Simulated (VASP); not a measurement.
# CeCdB2 (Cmcm) in VASP: single point with r2SCAN

Aim: the single point of CeCdB2 with r2SCAN.

Everything below comes from runs of VASP 6.6.1. Logs are shortened: lines on timing, memory, paths and dates and some standing lists are left out, and cuts for length are marked.

## (1) The cell of the first run

Symmetry: Cmcm, No. 63, orthorhombic system. Conventional cell: a = 4.104 Å, b = 15.907 Å, c = 3.673 Å, α = 90.00°, β = 90.00°, γ = 90.00°. B (site symmetry m2m) has 3 B at 1.73 to 2.11 Å within 2.3 Å. Within 2.3 Å of B (site symmetry m2m) lie 1 B at 1.73 Å. Within 3.7 Å of Ce (site symmetry m2m) lie 10 B at 2.80 to 2.89 Å and 4 Cd at 3.24 to 3.25 Å and 4 Ce at 3.32 to 3.67 Å. Within 3.3 Å of Cd (site symmetry m2m) lie 4 B at 2.46 to 2.74 Å and 4 Cd at 2.76 Å and 4 Ce at 3.24 to 3.25 Å.

## (2) Single point, r2SCAN

POSCAR

```
CeCdB2
1.0
    4.1037997738      0.0000001204      0.0000000000
    2.0519001202     -7.9536117756      0.0000000000
    0.0000000000      0.0000000000     -3.6733993851
B Ce Cd
4 2 2
Direct
    0.4671861507      0.0656276986      0.7500000000
    0.5328138493      0.9343723014      0.2500000000
    0.3586586157      0.2826827686      0.7500000000
    0.6413413843      0.7173172314      0.2500000000
    0.0867903718      0.8264192565      0.7500000000
    0.9132096282      0.1735807435      0.2500000000
    0.7445896316      0.5108207369      0.7500000000
    0.2554103684      0.4891792631      0.2500000000
```

INCAR.step1

```
SYSTEM = CeCdB2
PREC = Accurate
ENCUT = 520
ISMEAR = -1
SIGMA = 0.1
LREAL = .FALSE.
LASPH = .TRUE.
NELM = 100
NBANDS = 40
GGA = PE
ALGO = Normal
EDIFF = 1E-4
LWAVE = .TRUE.
LCHARG = .FALSE.
```

INCAR.step2

```
SYSTEM = CeCdB2
PREC = Accurate
ENCUT = 520
EDIFF = 1E-6
ISMEAR = -1
SIGMA = 0.1
LREAL = .FALSE.
LASPH = .TRUE.
NELM = 100
ALGO = Normal
ISIF = 2
LWAVE = .FALSE.
LCHARG = .TRUE.
METAGGA = R2SCAN
LMIXTAU = .TRUE.
LELF = .TRUE.
LVHAR = .TRUE.
NBANDS = 40
ISTART = 1
```

KPOINTS

```
Automatic mesh
0
G
  5 5 5
  0 0 0
```

Potentials or basis: VASP PAW PBE potentials, release 64 (B, Ce, Cd).

The run is started by

```console
> cat potpaw_PBE.64/B/POTCAR potpaw_PBE.64/Ce/POTCAR potpaw_PBE.64/Cd/POTCAR > POTCAR
> cp INCAR.step1 INCAR
> mpirun -np 1 vasp_std > vasp.out
> cp INCAR.step2 INCAR
> mpirun -np 1 vasp_std > vasp.out
```

OUTCAR:

```text
SYSTEM = CeCdB2
   PREC = Accurate
   ENCUT = 520
   EDIFF = 1E-6
   ISMEAR = -1
   LREAL = .FALSE.
   LASPH = .TRUE.
   NELM = 100
   ISIF = 2
   METAGGA = R2SCAN
   ISTART = 1

 ion  position               nearest neighbor table
   1  0.467  0.066  0.750-   3 1.73   2 2.11   2 2.11
   2  0.533  0.934  0.250-   4 1.73   1 2.11   1 2.11
   3  0.359  0.283  0.750-   1 1.73   8 2.46   8 2.46   7 2.74   7 2.74
   4  0.641  0.717  0.250-   2 1.73   7 2.46   7 2.46   8 2.74   8 2.74
   5  0.087  0.826  0.750-   7 3.24   7 3.24   8 3.25   8 3.25
   6  0.913  0.174  0.250-   8 3.24   8 3.24   7 3.25   7 3.25
   7  0.745  0.511  0.750-   4 2.46   4 2.46   3 2.74   3 2.74   8 2.76   8 2.76   8 2.76   8 2.76
                             5 3.24   5 3.24   6 3.25   6 3.25
   8  0.255  0.489  0.250-   3 2.46   3 2.46   4 2.74   4 2.74   7 2.76   7 2.76   7 2.76   7 2.76
                             6 3.24   6 3.24   5 3.25   5 3.25

  LATTYP: Found a base centered orthorhombic cell.
 ALAT       =     4.1037997738
 B/A-ratio  =     3.8762182729
 C/A-ratio  =     0.8951214941

  Lattice vectors:

 A1 = (   2.0518996536,   7.9536118960,   0.0000000000)
 A2 = (   2.0519001202,  -7.9536117756,   0.0000000000)
 A3 = (   0.0000000000,   0.0000000000,  -3.6733993851)

Analysis of symmetry for initial positions (statically):
=====================================================================
 Subroutine PRICEL returns:
 Original cell was already a primitive cell.

 Routine SETGRP: Setting up the symmetry group for a
 base centered orthorhombic supercell.

 Subroutine GETGRP returns: Found  8 space group operations
 (whereof  4 operations were pure point group operations)
 out of a pool of  8 trial point group operations.

The static configuration has the point symmetry C_2h.
 The point group associated with its full space group is D_2h.

Analysis of symmetry for dynamics (positions and initial velocities):
=====================================================================
 Subroutine PRICEL returns:
 Original cell was already a primitive cell.

 Routine SETGRP: Setting up the symmetry group for a
 base centered orthorhombic supercell.

 Subroutine GETGRP returns: Found  8 space group operations
 (whereof  4 operations were pure point group operations)
 out of a pool of  8 trial point group operations.

The dynamic configuration has the point symmetry C_2h.
[... 115 lines left out ...]
   NSW    =      0    number of steps for IOM
   IBRION =     -1    ionic relax: 0-MD 1-quasi-New 2-CG
   NFREE  =      0    steps in history (QN), initial steepest desc. (CG)
   ISIF   =      2    stress and relaxation
   ISYM   =      2    0-nonsym 1-usesym 2-fastsym
   POTIM  = 0.5000    time-step for ionic-motion
   TEBEG  =    0.0;   TEEND  =   0.0 temperature during run
   PSTRESS=    0.0 pullay stress
   NELECT =      60.0000    total number of electrons
   NUPDOWN=      -1.0000    fix difference up-down
   EMIN   =  10.00;   EMAX   =-10.00  energy-range for DOS
   EFERMI =   0.00;   METHOD = LEGACY
   ISMEAR =    -1;   SIGMA  =   0.10  broadening in eV -4-tet -1-fermi 0-gaus
   EFERMI_NEDOS =   21; number of points for ismear=-14 and -15
   IALGO  =     38    algorithm
   IMIX   =      4    mixing-type and parameters
     AMIX     =   0.40;   BMIX     =  1.00
     AMIX_MAG =   1.60;   BMIX_MAG =  1.00
  volume/ion in A,a.u.               =      14.99       101.14
  Fermi-wavevector in a.u.,A,eV,Ry     =   1.299728  2.456129 22.984211  1.689292
  Thomas-Fermi vector in A             =   2.430973
   LORBIT       =      0    0 simple, 1 ext, 2 COOP (PROOUT), +10 PAW based schemes
   METAGGA = R2SCAN    functional components
   LHFCALC =     F    Hartree Fock is set to
   AEXX    =    0.0000 exact exchange contribution
   IVDW    =     0    specifies the selected vdW correction
   LEPSILON=     F    determine dielectric tensor
   LRPA    =     F    only Hartree local field effects (RPA)
 non-spin polarized calculation
  energy-cutoff  :      520.00
  volume of cell :      119.90
 maximum number of plane-waves:      3256
   NGX = 15   NGY = 31   NGZ = 13

 number of electron      60.0000004 magnetization

 Free energy of the ion-electron system (eV)
  ---------------------------------------------------
  ext. energy  EPLUGINS =         0.00000000
  ---------------------------------------------------
  free energy    TOTEN  =      -131.68190654 eV

  energy without entropy =     -131.45604008  energy(sigma->0) =     -131.56897331

 E-fermi :   6.7678     XC(G=0): -12.4455

 val. band max:        6.7650035672   @ k =   0.2000   0.0000   0.0000
 cond. band min:       6.7883330275   @ k =   0.0000   0.0000   0.4000
 fundamental gap:      0.0233294603
 Fermi energy:         6.7677559309

 k-point     1 :       0.0000    0.0000    0.0000
  band No.  band energies     occupation
      1     -29.0084      2.00000
      2     -28.8045      2.00000
      3     -12.0703      2.00000
      4     -11.2967      2.00000
      5     -11.0343      2.00000
      6     -11.0039      2.00000
[... 1021 lines left out ...]
     39       7.4778      0.00165
     40       7.5061      0.00124

 [... further k-points ...]

------------------------ aborting loop because EDIFF is reached ----------------------------------------

  FORCE on cell =-STRESS in cart. coord.  units (eV):
  Direction    XX          YY          ZZ          XY          YZ          ZX
  --------------------------------------------------------------------------------------
  -------------------------------------------------------------------------------------
  Total        0.3307220      0.1557999      0.2676500      0.0000000     -0.0000000      0.0000000
  in kB        4.4193153      2.0818964      3.5765075      0.0000001     -0.0000000      0.0000000
  external PRESSURE =       3.3592397 kB  Pullay stress =       0.0000000 kB

 VOLUME and BASIS-vectors are now :
 -----------------------------------------------------------------------------
  energy-cutoff  :      520.00
  volume of cell :      119.90
      direct lattice vectors                 reciprocal lattice vectors
     4.103799774  0.000000120  0.000000000     0.243676604  0.062864528  0.000000000
     2.051900120 -7.953611776  0.000000000     0.000000004 -0.125729042  0.000000000
     0.000000000  0.000000000 -3.673399385     0.000000000  0.000000000 -0.272227410

 POSITION                                       TOTAL-FORCE (eV/Angst)
 -----------------------------------------------------------------------------------
      2.05190     -0.52198     -2.75505        -0.000000      0.007687     -0.000000
      4.10380     -7.43163     -0.91835         0.000000     -0.007687      0.000000
      2.05190     -2.24835     -2.75505        -0.000000      0.017242      0.000000
      4.10380     -5.70526     -0.91835         0.000000     -0.017242      0.000000
      2.05190     -6.57302     -2.75505         0.000000     -0.028441     -0.000000
      4.10380     -1.38059     -0.91835        -0.000000      0.028441      0.000000
      4.10380     -4.06287     -2.75505         0.000000     -0.000595      0.000000
      2.05190     -3.89074     -0.91835        -0.000000      0.000595      0.000000
 -----------------------------------------------------------------------------------
    total drift:                                0.000000     -0.000000      0.000000

  FREE ENERGIE OF THE ION-ELECTRON SYSTEM (eV)
  ---------------------------------------------------
  free  energy   TOTEN  =      -131.6819065380 eV

  energy  without entropy=     -131.4560400832  energy(sigma->0) =     -131.56897331
```

OUTCAR.step1:

```text
SYSTEM = CeCdB2
   PREC = Accurate
   ENCUT = 520
   ISMEAR = -1
   LREAL = .FALSE.
   LASPH = .TRUE.
[... 1281 lines left out ...]
      4.10380     -1.38059     -0.91835        -0.000000      0.092862      0.000000
      4.10380     -4.06287     -2.75505         0.000000     -0.015986      0.000000
      2.05190     -3.89074     -0.91835        -0.000000      0.015986     -0.000000
 -----------------------------------------------------------------------------------
    total drift:                                0.000000     -0.000000      0.000000

  FREE ENERGIE OF THE ION-ELECTRON SYSTEM (eV)
  ---------------------------------------------------
  free  energy   TOTEN  =       -40.2520424587 eV

  energy  without entropy=      -39.9801383367  energy(sigma->0) =      -40.11609040
```

It took 5.7 min on 1 thread of Intel Xeon Platinum 8488C (Sapphire Rapids), shared host; peak memory 0.33 GiB.

What came out:

```
Free energy            : -131.6819 eV
Pressure               : 0.3 GPa
Largest force          : 0.028 eV/Å
Band gap on the k mesh : zero (bands 30 and 31 overlap by 0.31 eV)
```

Forces in eV/Å, atoms in the order of the input:
```
B    0.000  0.008  0.000
B    0.000 -0.008  0.000
B    0.000  0.017  0.000
B    0.000 -0.017  0.000
Ce   0.000 -0.028  0.000
Ce   0.000  0.028  0.000
Cd   0.000 -0.001  0.000
Cd   0.000  0.001  0.000
```

Caveat: the PAW data sets were made with another functional, which shifts forces and pressure a little; spin-orbit coupling is left out, which moves the levels of the heavy elements; semilocal functionals describe open f shells poorly, which spoils levels, moments and volumes.
